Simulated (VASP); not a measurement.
Runs of VASP 6.6.1 on WSe2. The structure is that of space group P-6m2 (No. 187), or close to it. The cells are those of the table. 

```csv
cell,gap on the mesh (eV),largest force (eV/Å)
"a = 3.214, b = 3.214, c = 17.751 Å, angles 90.0, 90.0, 120.0°, 3 atoms",1.33,1.20
"a = 3.574, b = 3.574, c = 14.356 Å, angles 90.0, 90.0, 120.0°, 3 atoms",none,2.72
"a = 3.040, b = 3.040, c = 19.842 Å, angles 90.0, 90.0, 120.0°, 3 atoms",none,2.78
"a = 3.363, b = 3.363, c = 16.211 Å, angles 90.0, 90.0, 120.0°, 3 atoms",1.29,0.43
"a = 3.264, b = 3.264, c = 17.209 Å, angles 90.0, 90.0, 120.0°, 3 atoms",(a),0.66
```

Alike in all rows: task single point; level PBEsol; potentials or basis VASP PAW PBE potentials, release 64 (W_sv, Se); no spin polarisation; k mesh 12 × 12 × 2; cutoff (eV) 520; smearing gaussian 0.05 eV.

**Question.** Estimate the missing entries.

**Answer.** (a) 1.53.

Caveats: the PAW data sets were made with another functional, which shifts forces and pressure a little; spin-orbit coupling is left out, which moves the levels of the heavy elements.

A k mesh can miss the band edges, and the runs leave out spin-orbit coupling on Se, W.

A gap of «none» marks levels without a gap at the run's occupations.
